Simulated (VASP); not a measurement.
# W (P6_3/mmc) in VASP: single point with PBEsol

Aim: the single point of W with PBEsol.

All numbers are computed with VASP 6.6.1; they aren't measurements. Logs are shortened: lines on timing, memory, paths and dates and some standing lists are left out, and cuts for length are marked.

### Step 1. The cell of the first run

The structure is hexagonal, space group P6_3/mmc (No. 194). The conventional cell has a = 3.112 Å, b = 3.112 Å, c = 5.322 Å, α = 90.00°, β = 90.00°, γ = 120.00°. Within 4.1 Å of W (site symmetry -6m2) lie 12 W at 3.11 to 3.21 Å.

This isn't the form of W at room conditions, which is bcc.

### Step 2. Single point, PBEsol (Pt replaced by W, lengths x 1.115, strained)

File INCAR:

```
SYSTEM = W
ALGO = Normal
EDIFF = 1E-7
ENCUT = 520
GGA = PS
ISIF = 2
ISMEAR = 0
LASPH = .TRUE.
LCHARG = .FALSE.
LREAL = .FALSE.
LWAVE = .FALSE.
NBANDS = 21
NELM = 60
PREC = Accurate
SIGMA = 0.1
```

File KPOINTS:

```
k-points
0
G
  15 15 8
  0 0 0
```

File POSCAR:

```
W
1.0
    3.1123194455      0.0000000000      0.0000000000
   -1.5561597228      2.6953477045      0.0000000000
    0.0000000000      0.0000000000      5.3224291524
W
2
Direct
    0.6666666700      0.3333333300      0.7500000000
    0.3333333300      0.6666666700      0.2500000000
```

Potentials or basis: VASP PAW PBE potentials, release 64 (W_sv).

Launch:

```
cat potpaw_PBE.64/W_sv/POTCAR > POTCAR
mpirun -np 1 vasp_std > vasp.out
```

OUTCAR:

```text
SYSTEM = W
   EDIFF = 1E-7
   ENCUT = 520
   GGA = PS
   ISIF = 2
   ISMEAR = 0
   LASPH = .TRUE.
   LREAL = .FALSE.
   NELM = 60
   PREC = Accurate

 ion  position               nearest neighbor table
   1  0.667  0.333  0.750-   2 3.21   2 3.21   2 3.21   2 3.21   2 3.21   2 3.21
   2  0.333  0.667  0.250-   1 3.21   1 3.21   1 3.21   1 3.21   1 3.21   1 3.21

  LATTYP: Found a hexagonal cell.
 ALAT       =     3.1123194455
 C/A-ratio  =     1.7101166013

  Lattice vectors:

 A1 = (   3.1123194455,   0.0000000000,   0.0000000000)
 A2 = (  -1.5561597228,   2.6953477045,   0.0000000000)
 A3 = (   0.0000000000,   0.0000000000,   5.3224291524)

Analysis of symmetry for initial positions (statically):
=====================================================================
 Subroutine PRICEL returns:
 Original cell was already a primitive cell.

 Routine SETGRP: Setting up the symmetry group for a
 hexagonal supercell.

 Subroutine GETGRP returns: Found 24 space group operations
 (whereof 12 operations were pure point group operations)
 out of a pool of 24 trial point group operations.

The static configuration has the point symmetry D_3d.
 The point group associated with its full space group is D_6h.

Analysis of symmetry for dynamics (positions and initial velocities):
=====================================================================
 Subroutine PRICEL returns:
 Original cell was already a primitive cell.

 Routine SETGRP: Setting up the symmetry group for a
 hexagonal supercell.

 Subroutine GETGRP returns: Found 24 space group operations
 (whereof 12 operations were pure point group operations)
 out of a pool of 24 trial point group operations.

The dynamic configuration has the point symmetry D_3d.
 The point group associated with its full space group is D_6h.

 Subroutine INISYM returns: Found 24 space group operations
 (whereof 12 operations are pure point group operations),
 and found     1 'primitive' translations

----------------------------------------------------------------------------------------

                                     Primitive cell

  volume of cell :      44.6487

  direct lattice vectors                    reciprocal lattice vectors
     3.112319445  0.000000000  0.000000000     0.321303779  0.185504823  0.000000000
    -1.556159723  2.695347705  0.000000000     0.000000000  0.371009647  0.000000000
     0.000000000  0.000000000  5.322429152     0.000000000  0.000000000  0.187884135

  length of vectors
     3.112319445  3.112319446  5.322429152     0.371009647  0.371009647  0.187884135

  position of ions in fractional coordinates (direct lattice)
     0.666666670  0.333333330  0.750000000
     0.333333330  0.666666670  0.250000000

  ion indices of the primitive-cell ions
   primitive index   ion index
                 1           1
                 2           2

----------------------------------------------------------------------------------------

 KPOINTS: k-points

Automatic generation of k-mesh.
 Grid dimensions read from file:
 generate k-points for:   15   15    8

 Generating k-lattice:

  Cartesian coordinates                     Fractional coordinates (reciprocal lattice)
     0.021420252  0.012366988  0.000000000     0.066666667 -0.000000000  0.000000000
     0.000000000  0.024733976  0.000000000     0.000000000  0.066666667  0.000000000
     0.000000000  0.000000000  0.023485517     0.000000000  0.000000000  0.125000000

  Length of vectors
     0.024733976  0.024733976  0.023485517

  Shift w.r.t. Gamma in fractional coordinates (k-lattice)
     0.000000000  0.000000000  0.000000000

 Subroutine IBZKPT returns following result:
 ===========================================

 Found    135 irreducible k-points:

 Following reciprocal coordinates:
            Coordinates               Weight
  0.000000  0.000000  0.000000      1.000000
  0.066667 -0.000000  0.000000      6.000000
  0.133333  0.000000  0.000000      6.000000
  0.200000 -0.000000  0.000000      6.000000
  0.266667  0.000000  0.000000      6.000000
  0.333333 -0.000000  0.000000      6.000000
[... 16 lines left out ...]
  0.333333  0.200000  0.000000     12.000000
  0.400000  0.200000  0.000000      6.000000
 [... further k-points ...]
   k-points           NKPTS =    135   k-points in BZ     NKDIM =    135   number of bands    NBANDS=     21
   number of dos      NEDOS =    301   number of ions     NIONS =      2
   total plane-waves  NPLWV =  23040
   dimension x,y,z NGX =    24 NGY =   24 NGZ =   40
   dimension x,y,z NGXF=    48 NGYF=   48 NGZF=   80
   ions per type =               2
   NGX,Y,Z   is equivalent  to a cutoff of  12.82, 12.82, 12.49 a.u.
   NGXF,Y,Z  is equivalent  to a cutoff of  25.64, 25.64, 24.99 a.u.
 SYSTEM =  W
   PREC   = accura    normal or accurate (medium, high low for compatibility)
   ISTART =      0    job   : 0-new  1-cont  2-samecut
   ICHARG =      2    charge: 1-file 2-atom 10-const
   ISPIN  =      1    spin polarized calculation?
   LNONCOLLINEAR =      F non collinear calculations
   LSORBIT =      F    spin-orbit coupling
   LASPH  =      T    aspherical Exc in radial PAW
   ENCUT  =  520.0 eV  38.22 Ry    6.18 a.u.   5.79  5.79  9.90*2*pi/ulx,y,z
   NELM   =     60;   NELMIN=  2; NELMDL= -5     # of ELM steps
   EDIFF  = 0.1E-06   stopping-criterion for ELM
   LREAL  =      F    real-space projection
   EDIFFG = 0.1E-05   stopping-criterion for IOM
   NSW    =      0    number of steps for IOM
   IBRION =     -1    ionic relax: 0-MD 1-quasi-New 2-CG
   NFREE  =      0    steps in history (QN), initial steepest desc. (CG)
   ISIF   =      2    stress and relaxation
   ISYM   =      2    0-nonsym 1-usesym 2-fastsym
   POTIM  = 0.5000    time-step for ionic-motion
   TEBEG  =    0.0;   TEEND  =   0.0 temperature during run
   PSTRESS=    0.0 pullay stress
   NELECT =      28.0000    total number of electrons
   NUPDOWN=      -1.0000    fix difference up-down
   EMIN   =  10.00;   EMAX   =-10.00  energy-range for DOS
   EFERMI =   0.00;   METHOD = LEGACY
   ISMEAR =     0;   SIGMA  =   0.10  broadening in eV -4-tet -1-fermi 0-gaus
   EFERMI_NEDOS =   21; number of points for ismear=-14 and -15
   IALGO  =     38    algorithm
   IMIX   =      4    mixing-type and parameters
     AMIX     =   0.40;   BMIX     =  1.00
     AMIX_MAG =   1.60;   BMIX_MAG =  1.00
  volume/ion in A,a.u.               =      22.32       150.65
  Fermi-wavevector in a.u.,A,eV,Ry     =   1.401279  2.648033 26.716159  1.963582
  Thomas-Fermi vector in A             =   2.524156
   LORBIT       =      0    0 simple, 1 ext, 2 COOP (PROOUT), +10 PAW based schemes
   GGA     = PS    functional components
   LHFCALC =     F    Hartree Fock is set to
   AEXX    =    0.0000 exact exchange contribution
   IVDW    =     0    specifies the selected vdW correction
   LEPSILON=     F    determine dielectric tensor
   LRPA    =     F    only Hartree local field effects (RPA)
 non-spin polarized calculation
 Gauss-broadening in eV      SIGMA  =   0.10
  energy-cutoff  :      520.00
  volume of cell :       44.65
 maximum number of plane-waves:      1214
 NGX is ok and might be reduce to    24
   NGX = 11   NGY = 11   NGZ = 19

 number of electron      27.9999997 magnetization

 Free energy of the ion-electron system (eV)
  ---------------------------------------------------
  ext. energy  EPLUGINS =         0.00000000
  ---------------------------------------------------
  free energy    TOTEN  =       -23.94464108 eV

  energy without entropy =      -23.92753882  energy(sigma->0) =      -23.93608995

 E-fermi :   6.6216     XC(G=0): -11.9131

 val. band max:        6.6193988011   @ k =   0.0667   0.0667   0.3750
 cond. band min:       6.6219079840   @ k =   0.1333   0.0000   0.0000
 fundamental gap:      0.0025091830
 Fermi energy:         6.6216107179

 k-point     1 :       0.0000    0.0000    0.0000
  band No.  band energies     occupation
      1     -67.6469      2.00000
      2     -67.6276      2.00000
      3     -31.8893      2.00000
      4     -31.5555      2.00000
      5     -31.5139      2.00000
      6     -31.5139      2.00000
[... 13 lines left out ...]
     20       9.4147      0.00000
     21      12.4734      0.00000

 k-point     2 :       0.0667   -0.0000    0.0000
  band No.  band energies     occupation
      1     -67.6459      2.00000
      2     -67.6270      2.00000
      3     -31.8842      2.00000
      4     -31.5569      2.00000
      5     -31.5288      2.00000
      6     -31.5183      2.00000
[... 13 lines left out ...]
     20       9.7715      0.00000
     21      12.4479      0.00000

 k-point     3 :       0.1333    0.0000    0.0000
  band No.  band energies     occupation
      1     -67.6429      2.00000
      2     -67.6250      2.00000
      3     -31.8692      2.00000
      4     -31.5711      2.00000
      5     -31.5611      2.00000
      6     -31.5307      2.00000
[... 13 lines left out ...]
     20      10.5753      0.00000
     21      12.3636      0.00000

 k-point     4 :       0.2000   -0.0000    0.0000
  band No.  band energies     occupation
      1     -67.6384      2.00000
      2     -67.6223      2.00000
      3     -31.8459      2.00000
      4     -31.6332      2.00000
      5     -31.5929      2.00000
      6     -31.5686      2.00000
[... 13 lines left out ...]
     20      11.5521      0.00000
     21      12.2186      0.00000

 k-point     5 :       0.2667    0.0000    0.0000
  band No.  band energies     occupation
      1     -67.6331      2.00000
      2     -67.6193      2.00000
      3     -31.8168      2.00000
      4     -31.7044      2.00000
      5     -31.6633      2.00000
      6     -31.5795      2.00000
[... 13 lines left out ...]
     20      12.0562      0.00000
     21      12.5768      0.00000
[... 382 lines left out ...]
     20      12.2387      0.00000
     21      14.1346      0.00000

 k-point    22 :       0.2667    0.2000    0.0000
  band No.  band energies     occupation
      1     -67.6221      2.00000
      2     -67.6144      2.00000
      3     -31.7824      2.00000
      4     -31.7609      2.00000
      5     -31.7474      2.00000
      6     -31.6409      2.00000
[... 13 lines left out ...]
     20      12.7009      0.00000
     21      14.1273      0.00000

 k-point    23 :       0.3333    0.2000    0.0000
  band No.  band energies     occupation
      1     -67.6188      2.00000
      2     -67.6136      2.00000
      3     -31.8097      2.00000
      4     -31.7713      2.00000
      5     -31.7211      2.00000
      6     -31.6682      2.00000
[... 13 lines left out ...]
     20      12.3063      0.00000
     21      13.6213      0.00000

 k-point    24 :       0.4000    0.2000    0.0000
  band No.  band energies     occupation
      1     -67.6174      2.00000
      2     -67.6135      2.00000
      3     -31.8191      2.00000
      4     -31.7738      2.00000
      5     -31.7086      2.00000
      6     -31.6793      2.00000
[... 13 lines left out ...]
     20      11.7617      0.00000
     21      13.2929      0.00000

 [... further k-points ...]

------------------------ aborting loop because EDIFF is reached ----------------------------------------

  FORCE on cell =-STRESS in cart. coord.  units (eV):
  Direction    XX          YY          ZZ          XY          YZ          ZX
  --------------------------------------------------------------------------------------
  -------------------------------------------------------------------------------------
  Total      -14.8749835    -14.8749835    -11.5201213      0.0000000     -0.0000000     -0.0000000
  in kB     -533.7749905   -533.7749905   -413.3888713      0.0000000     -0.0000000     -0.0000000
  external PRESSURE =    -493.6462841 kB  Pullay stress =       0.0000000 kB

 VOLUME and BASIS-vectors are now :
 -----------------------------------------------------------------------------
  energy-cutoff  :      520.00
  volume of cell :       44.65
      direct lattice vectors                 reciprocal lattice vectors
     3.112319445  0.000000000  0.000000000     0.321303779  0.185504823  0.000000000
    -1.556159723  2.695347705  0.000000000     0.000000000  0.371009647  0.000000000
     0.000000000  0.000000000  5.322429152     0.000000000  0.000000000  0.187884135

 POSITION                                       TOTAL-FORCE (eV/Angst)
 -----------------------------------------------------------------------------------
      1.55616      0.89845      3.99182         0.000000      0.000000      0.000000
     -0.00000      1.79690      1.33061        -0.000000     -0.000000      0.000000
 -----------------------------------------------------------------------------------
    total drift:                               -0.000006      0.000004     -0.000000

  FREE ENERGIE OF THE ION-ELECTRON SYSTEM (eV)
  ---------------------------------------------------
  free  energy   TOTEN  =       -23.9446410800 eV

  energy  without entropy=      -23.9275388240  energy(sigma->0) =      -23.93608995
```

Run time: 2.1 min. Hardware: 1 thread of Intel Xeon 8259CL, shared host; peak memory 0.23 GiB.

What came out:

```yaml
Free_energy: -23.9446 eV
Pressure: -49.4 GPa
Band_gap_on_the_k_mesh: zero (bands 14 and 15 overlap by 0.97 eV)
```

Caveat: the cell differs from its parent crystal (Pt replaced by W, lengths x 1.115, strained); the stress differs along the axes, from -53 to -41 GPa; the PAW data sets were made with another functional, which shifts forces and pressure a little; spin-orbit coupling is left out, which moves the levels of the heavy elements.
